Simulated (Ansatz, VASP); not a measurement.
## One calculation of Ni, two programs

Contents of INCAR:

```
  PREC = Accurate
  ENCUT = 520
  EDIFF = 1E-7
  ISMEAR = -1
  SIGMA = 0.05
  LREAL = F
  LASPH = T
  NELM = 150
  ALGO = Normal
  ISIF = 2
  LWAVE = F
  LCHARG = T
  ISPIN = 2
  MAGMOM = 1.5
  LORBIT = 11
  LMAXMIX = 4
  GGA = PE
  LELF = T
  LVHAR = T
  NBANDS = 15
```

KPOINTS

```
regular mesh
0
Gamma
  16 16 16
```

POSCAR

```
Ni
1.0
   -1.3837154700      1.3837154700      1.3837154700
    1.3837154700     -1.3837154700      1.3837154700
    1.3837154700      1.3837154700     -1.3837154700
Ni
1
Direct
    0.0000000000      0.0000000000      0.0000000000
```

Input for Ansatz:

```yaml
crystal:
  lattice:
    - [-1.38371547, 1.38371547, 1.38371547]
    - [1.38371547, -1.38371547, 1.38371547]
    - [1.38371547, 1.38371547, -1.38371547]
  atoms:
    - { symbol: Ni, position: [0.0, 0.0, 0.0], spin: 1.5 }
magnetization:
  spin_polarized: true
kpoints:
  mp_grid: { grid: [16, 16, 16] }
scf:
  occupations: { method: fermi_dirac, width: 0.05 }
  lower_state_search: "off"
hamiltonian:
  xc: pbe
  pseudopotentials: { kind: paw }
output:
  forces: true
  stress: true
  eigenvalues: true
```

Alike in both runs: task single point; functional PBE; k mesh 16 × 16 × 16; occupations fermi-dirac, width 0.05 eV; collinear spin.

|  | VASP | Ansatz |
| --- | --- | --- |
| version | VASP 6.6.1 | Ansatz 0.2.0 |
| potentials or method | VASP PAW PBE potentials, release 64 (Ni) | PAW with Ansatz's default frozen-core files, scalar-relativistic |
| plane-wave cutoff (eV) | 520 | 420 |
| valence electrons in the cell | 10 | 18 |

|  | VASP | Ansatz | Ansatz less VASP |
| --- | --- | --- | --- |
| pressure (GPa) | 7.3 | 7.5 | +0.20 |
| net moment per atom (μB) | 0.54 | 0.54 | +0.003 |
| size of the moment on the site where the two differ most (μB) | 0.54 | 0.57 | +0.026 |

Site moments also hang on the region over which each program counts them. VASP's potentials hold 10 valence electrons a cell and Ansatz's 18, so a difference there can come from the potentials and not from the codes.
